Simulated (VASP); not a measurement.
NiPt3, 4 atoms in the cell. Symmetry: Pm-3m, No. 221, cubic system. The conventional cell has a = 3.855 Å, b = 3.855 Å, c = 3.855 Å, α = 90.00°, β = 90.00°, γ = 90.00°. Within 3.6 Å of Ni (site symmetry m-3m) lie 12 Pt at 2.73 Å. Pt (site symmetry 4/mmm) has 4 Ni at 2.73 Å and 8 Pt at 2.73 Å within 3.6 Å. 

* Program: VASP 6.6.1
* Task: single point
* Functional: PBEsol
* Potentials or basis: VASP PAW PBE potentials, release 64 (Ni, Pt)
* Cutoff: 520 eV
* k mesh: 6 × 6 × 6
* Occupations: fermi-dirac, width 0.15 eV
* Spin: collinear spin, ferromagnetic start
* Starting moments: [0.82, 0.25, 0.25, 0.25] μB
* Fixed moment: 1.4 μB
* Dipole correction: no
* Further INCAR settings: ALGO = Normal; EDIFF = 1e-06; NBANDS = 32

Potentials or basis: VASP PAW PBE potentials, release 64 (Ni, Pt).

The run is started by

```console
$ cat potpaw_PBE.64/Ni/POTCAR potpaw_PBE.64/Pt/POTCAR > POTCAR
$ mpirun -np 1 vasp_std > vasp.out
```

Hardware: 1 thread of AMD EPYC 9R14 (Zen 4), on a shared host.

Q: Estimate the wall time of this run.

A: It took 56 s on 1 thread of AMD EPYC 9R14 (Zen 4), with other jobs on the host, peak memory 0.19 GiB. Counts: scf iterations 16, k points 20.
